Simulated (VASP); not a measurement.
# Fe (Im-3m) in VASP: single point with PBEsol+U

Aim: the single point of Fe with PBEsol+U.

Program: VASP 6.6.1. These are calculated values, not measurements. Logs are shortened: lines on timing, memory, paths and dates and some standing lists are left out, and cuts for length are marked.

## Step 1: The cell of the first run

Symmetry: Im-3m, No. 229, cubic system. Conventional cell: a = 2.871 Å, b = 2.871 Å, c = 2.871 Å, α = 90.00°, β = 90.00°, γ = 90.00°. Within 3.3 Å of Fe (site symmetry m-3m) lie 14 Fe at 2.49 to 2.87 Å.

## Step 2: Single point, PBEsol+U, collinear spin, ferromagnetic start

INCAR

```
SYSTEM = Fe
PREC     = Accurate       ! precision mode
ENCUT    = 520            ! plane-wave cutoff, eV
EDIFF    = 1E-6           ! SCF threshold, eV
ISMEAR   = -1             ! smearing method
SIGMA    = 0.05           ! smearing width, eV
LREAL    = .FALSE.        ! projectors in reciprocal space
LASPH    = .TRUE.         ! aspherical terms in the spheres
NELM     = 150            ! most SCF steps
ALGO     = Normal         ! electronic algorithm
ISIF     = 2              ! what is computed and relaxed
LWAVE    = .FALSE.        ! write WAVECAR
LCHARG   = .FALSE.        ! write CHGCAR
ISPIN    = 2              ! spin polarisation
MAGMOM   = 4              ! initial moments
LORBIT   = 11             ! projections on sites
LMAXMIX  = 4              ! l up to which the mixer works
LDAU     = .TRUE.         ! DFT+U
LDAUTYPE = 2            
LDAUL    = 2              ! shell
LDAUU    = 6.3            ! U, eV
LDAUJ    = 0            
LDAUPRINT= 1            
GGA      = PS             ! functional
NBANDS   = 14             ! bands
```

KPOINTS

```
regular mesh
0
G
  14 14 14
  0 0 0
```

POSCAR

```
Fe
1.0
   -1.4357100000      1.4357100000      1.4357100000
    1.4357100000     -1.4357100000      1.4357100000
    1.4357100000      1.4357100000     -1.4357100000
Fe
1
Direct
    0.0000000000      0.0000000000      0.0000000000
```

Potentials or basis: VASP PAW PBE potentials, release 64 (Fe).

Run with:

```bash
cat potpaw_PBE.64/Fe/POTCAR > POTCAR
mpirun -np 1 vasp_std > vasp.out
```

OUTCAR:

```text
SYSTEM = Fe
   PREC = Accurate
   ENCUT = 520
   EDIFF = 1E-6
   ISMEAR = -1
   LREAL = .FALSE.
   LASPH = .TRUE.
   NELM = 150
   ISIF = 2
   ISPIN = 2
   LORBIT = 11
   GGA = PS

 ion  position               nearest neighbor table
   1  0.000  0.000  0.000-

  LATTYP: Found a body centered cubic cell.
 ALAT       =     2.8714200000

  Lattice vectors:

 A1 = (  -1.4357100000,   1.4357100000,   1.4357100000)
 A2 = (   1.4357100000,  -1.4357100000,   1.4357100000)
 A3 = (   1.4357100000,   1.4357100000,  -1.4357100000)

Analysis of symmetry for initial positions (statically):
=====================================================================
 Subroutine PRICEL returns:
 Original cell was already a primitive cell.

 Routine SETGRP: Setting up the symmetry group for a
 body centered cubic supercell.

 Subroutine GETGRP returns: Found 48 space group operations
 (whereof 48 operations were pure point group operations)
 out of a pool of 48 trial point group operations.

The static configuration has the point symmetry O_h .

Analysis of symmetry for dynamics (positions and initial velocities):
=====================================================================
 Subroutine PRICEL returns:
 Original cell was already a primitive cell.

 Routine SETGRP: Setting up the symmetry group for a
 body centered cubic supercell.

 Subroutine GETGRP returns: Found 48 space group operations
 (whereof 48 operations were pure point group operations)
 out of a pool of 48 trial point group operations.

The dynamic configuration has the point symmetry O_h .

Analysis of structural, dynamic, and magnetic symmetry:
=====================================================================
 Subroutine PRICEL returns:
 Original cell was already a primitive cell.

 Routine SETGRP: Setting up the symmetry group for a
 body centered cubic supercell.

 Subroutine GETGRP returns: Found 48 space group operations
 (whereof 48 operations were pure point group operations)
 out of a pool of 48 trial point group operations.

The overall configuration has the point symmetry O_h .

 Subroutine INISYM returns: Found 48 space group operations
 (whereof 48 operations are pure point group operations),
 and found     1 'primitive' translations

----------------------------------------------------------------------------------------

                                     Primitive cell

  volume of cell :      11.8375

  direct lattice vectors                    reciprocal lattice vectors
    -1.435710000  1.435710000  1.435710000     0.000000000  0.348259746  0.348259746
     1.435710000 -1.435710000  1.435710000     0.348259746  0.000000000  0.348259746
     1.435710000  1.435710000 -1.435710000     0.348259746  0.348259746  0.000000000

  length of vectors
     2.486722665  2.486722665  2.486722665     0.492513656  0.492513656  0.492513656

  position of ions in fractional coordinates (direct lattice)
     0.000000000  0.000000000  0.000000000

  ion indices of the primitive-cell ions
   primitive index   ion index
                 1           1

----------------------------------------------------------------------------------------

 KPOINTS: regular mesh

Automatic generation of k-mesh.
 Grid dimensions read from file:
 generate k-points for:   14   14   14

 Generating k-lattice:

  Cartesian coordinates                     Fractional coordinates (reciprocal lattice)
     0.000000000  0.024875696  0.024875696     0.071428571  0.000000000  0.000000000
     0.024875696  0.000000000  0.024875696     0.000000000  0.071428571  0.000000000
     0.024875696  0.024875696  0.000000000     0.000000000  0.000000000  0.071428571

[... 59 lines left out ...]
   NSW    =      0    number of steps for IOM
   IBRION =     -1    ionic relax: 0-MD 1-quasi-New 2-CG
   NFREE  =      0    steps in history (QN), initial steepest desc. (CG)
   ISIF   =      2    stress and relaxation
   ISYM   =      2    0-nonsym 1-usesym 2-fastsym
   POTIM  = 0.5000    time-step for ionic-motion
   TEBEG  =    0.0;   TEEND  =   0.0 temperature during run
   PSTRESS=    0.0 pullay stress
   NELECT =       8.0000    total number of electrons
   NUPDOWN=      -1.0000    fix difference up-down
   EMIN   =  10.00;   EMAX   =-10.00  energy-range for DOS
   EFERMI =   0.00;   METHOD = LEGACY
   ISMEAR =    -1;   SIGMA  =   0.05  broadening in eV -4-tet -1-fermi 0-gaus
   EFERMI_NEDOS =   21; number of points for ismear=-14 and -15
   IALGO  =     38    algorithm
   IMIX   =      4    mixing-type and parameters
     AMIX     =   0.40;   BMIX     =  1.00
     AMIX_MAG =   1.60;   BMIX_MAG =  1.00
  volume/ion in A,a.u.               =      11.84        79.88
  Fermi-wavevector in a.u.,A,eV,Ry     =   1.436652  2.714878 28.081984  2.063968
  Thomas-Fermi vector in A             =   2.555816
   LORBIT       =     11    0 simple, 1 ext, 2 COOP (PROOUT), +10 PAW based schemes
 LDA+U is selected, type is set to LDAUTYPE =  2
   angular momentum for each species LDAUL =     2
   U (eV)           for each species LDAUU =   6.3
   J (eV)           for each species LDAUJ =   0.0
   GGA     = PS    functional components
   LHFCALC =     F    Hartree Fock is set to
   AEXX    =    0.0000 exact exchange contribution
   IVDW    =     0    specifies the selected vdW correction
   LEPSILON=     F    determine dielectric tensor
   LRPA    =     F    only Hartree local field effects (RPA)
 spin polarized calculation
  energy-cutoff  :      520.00
  volume of cell :       11.84
 maximum number of plane-waves:       333
   NGX =  9   NGY =  9   NGZ =  9

atom =   1  type =  1  l = 2

 onsite density matrix

spin component  1

  0.9518 -0.0000  0.0000  0.0000 -0.0000
 -0.0000  0.9518 -0.0000 -0.0000 -0.0000
  0.0000 -0.0000  0.9567 -0.0000  0.0000
  0.0000 -0.0000 -0.0000  0.9518  0.0000
 -0.0000 -0.0000  0.0000  0.0000  0.9567

spin component  2

  0.3646  0.0000 -0.0000  0.0000  0.0000
  0.0000  0.3646  0.0000  0.0000  0.0000
 -0.0000  0.0000  0.1780 -0.0000  0.0000
  0.0000  0.0000 -0.0000  0.3646 -0.0000
  0.0000  0.0000  0.0000 -0.0000  0.1780

 occupancies and eigenvectors

  o =  0.1780  v =  0.0000  0.0000  0.0000  0.0000  0.0000  0.0000 -0.0000 -0.0011 -0.0000  1.0000      0.0000  0.0000  0.0000  0.0000  0.0000  0.0000  0.0000  0.0000  0.0000  0.0000
  o =  0.1780  v =  0.0000  0.0000  0.0000  0.0000  0.0000  0.0000 -0.0000  1.0000 -0.0000  0.0011      0.0000  0.0000  0.0000  0.0000  0.0000  0.0000  0.0000  0.0000  0.0000  0.0000
  o =  0.3646  v =  0.0000  0.0000  0.0000  0.0000  0.0000  0.0000 -0.9976 -0.0000  0.0694  0.0000      0.0000  0.0000  0.0000  0.0000  0.0000  0.0000  0.0000  0.0000  0.0000  0.0000
  o =  0.3646  v =  0.0000  0.0000  0.0000  0.0000  0.0000  1.0000  0.0000  0.0000  0.0000  0.0000      0.0000  0.0000  0.0000  0.0000  0.0000  0.0000  0.0000  0.0000  0.0000  0.0000
  o =  0.3646  v =  0.0000  0.0000  0.0000  0.0000  0.0000  0.0000  0.0694  0.0000  0.9976  0.0000      0.0000  0.0000  0.0000  0.0000  0.0000  0.0000  0.0000  0.0000  0.0000  0.0000
  o =  0.9518  v =  0.0000 -0.0177 -0.0000 -0.9998 -0.0000  0.0000  0.0000  0.0000  0.0000  0.0000      0.0000  0.0000  0.0000  0.0000  0.0000  0.0000  0.0000  0.0000  0.0000  0.0000
  o =  0.9518  v =  0.0000 -0.9998 -0.0000  0.0177 -0.0000  0.0000  0.0000  0.0000  0.0000  0.0000      0.0000  0.0000  0.0000  0.0000  0.0000  0.0000  0.0000  0.0000  0.0000  0.0000
  o =  0.9518  v =  1.0000  0.0000  0.0000  0.0000  0.0000  0.0000  0.0000  0.0000  0.0000  0.0000      0.0000  0.0000  0.0000  0.0000  0.0000  0.0000  0.0000  0.0000  0.0000  0.0000
  o =  0.9567  v =  0.0000  0.0000 -0.9908  0.0000 -0.1356  0.0000  0.0000  0.0000  0.0000  0.0000      0.0000  0.0000  0.0000  0.0000  0.0000  0.0000  0.0000  0.0000  0.0000  0.0000
  o =  0.9567  v =  0.0000  0.0000  0.1356  0.0000 -0.9908  0.0000  0.0000  0.0000  0.0000  0.0000      0.0000  0.0000  0.0000  0.0000  0.0000  0.0000  0.0000  0.0000  0.0000  0.0000

 number of electron       7.9999995 magnetization       3.0184881

 Free energy of the ion-electron system (eV)
  ---------------------------------------------------
  ext. energy  EPLUGINS =         0.00000000
  ---------------------------------------------------
  free energy    TOTEN  =        -4.33899046 eV

  energy without entropy =       -4.32880707  energy(sigma->0) =       -4.33389876

 E-fermi :   5.8436     XC(G=0): -12.9987

 val. band max:        5.8411851209   @ k =   0.1429   0.1429   0.0000
 cond. band min:       5.8526444503   @ k =   0.4286   0.0714   0.0000
 fundamental gap:      0.0114593294
 Fermi energy:         5.8435920934

 spin component 1

 k-point     1 :       0.0000    0.0000    0.0000
  band No.  band energies     occupation
      1      -2.9560      1.00000
      2      -0.1530      1.00000
      3      -0.1530      1.00000
      4      -0.1530      1.00000
      5       1.0568      1.00000
      6       1.0568      1.00000
      7      29.9513      0.00000
      8      29.9513      0.00000
      9      29.9513      0.00000
     10      30.7813      0.00000
     11      30.7813      0.00000
     12      30.7813      0.00000
[... 793 lines left out ...]
      3       4.9044      1.00000
      4       8.9659      0.00000
      5       9.1627      0.00000
      6      12.8273      0.00000
      7      14.4393      0.00000
      8      16.1163      0.00000
      9      24.6033      0.00000
     10      33.1326      0.00000
     11      34.5828      0.00000
     12      42.1824      0.00000
     13      44.9490      0.00000
     14      48.5172      0.00000

 [... further k-points ...]

------------------------ aborting loop because EDIFF is reached ----------------------------------------

  FORCE on cell =-STRESS in cart. coord.  units (eV):
  Direction    XX          YY          ZZ          XY          YZ          ZX
  --------------------------------------------------------------------------------------
  -------------------------------------------------------------------------------------
  Total        0.8542973      0.8542973      0.8542973      0.0000000     -0.0000000      0.0000000
  in kB      115.6270507    115.6270507    115.6270507      0.0000000     -0.0000000      0.0000000
  external PRESSURE =     115.6270507 kB  Pullay stress =       0.0000000 kB

 VOLUME and BASIS-vectors are now :
 -----------------------------------------------------------------------------
  energy-cutoff  :      520.00
  volume of cell :       11.84
      direct lattice vectors                 reciprocal lattice vectors
    -1.435710000  1.435710000  1.435710000     0.000000000  0.348259746  0.348259746
     1.435710000 -1.435710000  1.435710000     0.348259746  0.000000000  0.348259746
     1.435710000  1.435710000 -1.435710000     0.348259746  0.348259746  0.000000000

 POSITION                                       TOTAL-FORCE (eV/Angst)
 -----------------------------------------------------------------------------------
      0.00000      0.00000      0.00000        -0.000000     -0.000000      0.000000
 -----------------------------------------------------------------------------------
    total drift:                                0.000000     -0.000000      0.000000

  FREE ENERGIE OF THE ION-ELECTRON SYSTEM (eV)
  ---------------------------------------------------
  free  energy   TOTEN  =        -4.3389904576 eV

  energy  without entropy=       -4.3288070722  energy(sigma->0) =       -4.33389876

 total charge

# of ion       s       p       d       tot
------------------------------------------
    1        0.497   0.555   6.192   7.244

 magnetization (x)

# of ion       s       p       d       tot
------------------------------------------
    1       -0.026  -0.129   3.316   3.162
```

Run time: 29 s. Hardware: 1 thread of AMD EPYC 7R13 (Zen 3), shared host; peak memory 0.11 GiB.

What came out:

```yaml
Free_energy: -4.3390 eV
Pressure: 11.6 GPa
Net_moment: 3.02 μB per cell
Site_moments: Fe +3.16 μB
Valence_electrons_inside_the_program's_atomic_spheres: Fe 7.24
```

Levels at points of the mesh, in eV from the Fermi level:
Spin up:
| k point | band 2 | band 3 | band 4 | band 5 | band 6 | band 7 | band 8 | band 9 | band 10 | band 11 |
| --- | --- | --- | --- | --- | --- | --- | --- | --- | --- | --- |
| (0.00, 0.00, 0.00) | -6.00 | -6.00 | -6.00 | -4.79 | -4.79 | 24.11 | 24.11 | 24.11 | 24.94 | 24.94 |
| (0.50, 0.00, 0.00) | -6.94 | -4.74 | -4.65 | -3.53 | -0.05 | 4.80 | 17.47 | 18.17 | 18.85 | 23.04 |
| (0.50, 0.50, 0.50) | -8.01 | -3.77 | -3.77 | -3.77 | 8.99 | 8.99 | 8.99 | 11.56 | 11.56 | 19.06 |
Spin down:
| k point | band 1 | band 2 | band 3 | band 4 | band 5 | band 6 | band 7 |
| --- | --- | --- | --- | --- | --- | --- | --- |
| (0.00, 0.00, 0.00) | -8.62 | 0.50 | 0.51 | 0.51 | 3.48 | 3.48 | 23.70 |
| (0.50, 0.00, 0.00) | -2.99 | -0.80 | 0.02 | 3.08 | 3.45 | 3.78 | 8.73 |
| (0.50, 0.50, 0.50) | -1.43 | -1.43 | 3.15 | 3.15 | 3.15 | 9.35 | 9.35 |

Eigenvalues of the final occupation matrices:
```tsv
site	spin	trace	eigenvalues
site 1 d	1	4.77	0.95 0.95 0.95 0.96 0.96
site 1 d	2	1.45	0.18 0.18 0.36 0.36 0.36
```

Caveat: the PAW data sets were made with another functional, which shifts forces and pressure a little; the U is typed as a test and isn't derived for this compound. The state reached can hang on the start; a lower one may exist.
